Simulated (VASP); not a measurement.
Runs of VASP 6.6.1 on PtS2. The structure is that of space group P6_3/mmc (No. 194), or close to it. The cells are those of the table. 

```csv
level,cell,k mesh,gap on the mesh (eV),pressure (GPa),largest force (eV/Å)
PBE+D3(BJ),"a = 3.430, b = 3.430, c = 10.441 Å, angles 90.0, 90.0, 120.0°, 6 atoms",12 × 12 × 2,none,-0.3,0.04
r2SCAN,"a = 3.440, b = 3.440, c = 10.712 Å, angles 90.0, 90.0, 120.0°, 6 atoms",12 × 12 × 4,none,1.3,(a)
r2SCAN+rVV10,"a = 3.440, b = 3.440, c = 10.712 Å, angles 90.0, 90.0, 120.0°, 6 atoms",12 × 12 × 2,none,0.1,0.01
PBE,"a = 3.440, b = 3.440, c = 10.712 Å, angles 90.0, 90.0, 120.0°, 6 atoms",12 × 12 × 4,none,(b),0.08
```

Alike in all rows: task single point; potentials or basis VASP PAW PBE potentials, release 64 (Pt, S); no spin polarisation; cutoff (eV) 520; smearing fermi-dirac 0.02 eV.

Question: Fill in the values left out.

Answer: (a) 0.09; (b) 2.9.

Caveats: spin-orbit coupling is left out, which moves the levels of the heavy elements; the PAW data sets were made with another functional, which shifts forces and pressure a little (some runs); pairwise dispersion overbinds metals, which lowers pressure and volume (some runs).

A k mesh can miss the band edges, and the runs leave out spin-orbit coupling on Pt.

A gap of «none» marks levels without a gap at the run's occupations.
